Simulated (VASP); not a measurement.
Here is a VASP 6.6.1 calculation.

File INCAR:

```
PREC = Accurate
ENCUT = 520
EDIFF = 1E-6
ISMEAR = 0
SIGMA = 0.05
LREAL = False
LASPH = True
NELM = 100
ALGO = Normal
ISIF = 2
LWAVE = False
LCHARG = False
NBANDS = 11
```

Contents of KPOINTS:

```
Automatic mesh
0
Gamma
  12 12 12
```

The input POSCAR:

```
Si
1.0
    0.0000000000      2.8090125298      2.7009735863
    2.8090125298      0.0000000000      2.7009735863
    2.8090125298      2.8090125298      0.0000000000
Si
2
Direct
    0.5000000000      0.5000000000      0.5000000000
    0.7500000000      0.7500000000      0.7500000000
```

Potentials or basis: VASP PAW LDA potentials, release 64 (Si).

The run is started by

```bash
$ cat potpaw_LDA.64/Si/POTCAR > POTCAR
$ mpirun -np 1 vasp_std > vasp.out
```

(1) Predict the pressure.

(2) What does it give for the band gap on the k mesh?

Results:

(1) -6.4 GPa.

(2) 0.17 eV, indirect (least direct gap 2.13 eV).
